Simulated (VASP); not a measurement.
The system is Sn.

```
Sn
1.0
     3.40987    0.00000    0.00000
    -1.70493    2.95303    0.00000
     0.00000    0.00000    5.56831
Sn
2
Cartesian
  0.0000 1.9687 1.3921
  1.7049 0.9843 4.1762
```

| Quantity | Value |
| --- | --- |
| Program | VASP 6.6.1 |
| Task | relaxation of cell and atoms |
| Functional | PBEsol |
| Potentials or basis | VASP PAW PBE potentials, release 64 (Sn_d) |
| Cutoff | 600 eV |
| k mesh | 11 × 11 × 6 |
| Occupations | fermi-dirac, width 0.1 eV |
| Spin | no spin polarisation |

At the start: pressure -3.1 GPa; volume 28.03 Å³/atom.

Task: How do energy, volume and symmetry change on relaxing?

Result: Over 6 steps the energy falls by 20.8 meV/atom and the volume is 26.25 Å³/atom (-6.4 %); space group P6_3/mmc (No. 194, to 0.05 Å).

The path:
```tsv
step	energy change (eV)	largest force (eV/Å)	pressure (GPa)	volume (Å³)
1	0.0000	0.0000	-3.14	56.07
2	-0.0392	0.0000	0.82	51.72
3	-0.0408	0.0000	0.10	52.38
4	-0.0407	0.0000	0.03	52.45
5	-0.0415	0.0000	0.01	52.49
6	-0.0415	0.0000	-0.02	52.50
```

Final structure:
```xyz
2
Lattice="3.3168 0.0000 0.0000 -1.6584 2.8724 0.0000 0.0000 0.0000 5.5104" Properties=species:S:1:pos:R:3 pbc="T T T"
Sn    0.0000    1.9150    1.3776
Sn    1.6584    0.9575    4.1328
```

Caveat: the PAW data sets were made with another functional, which shifts forces and pressure a little.
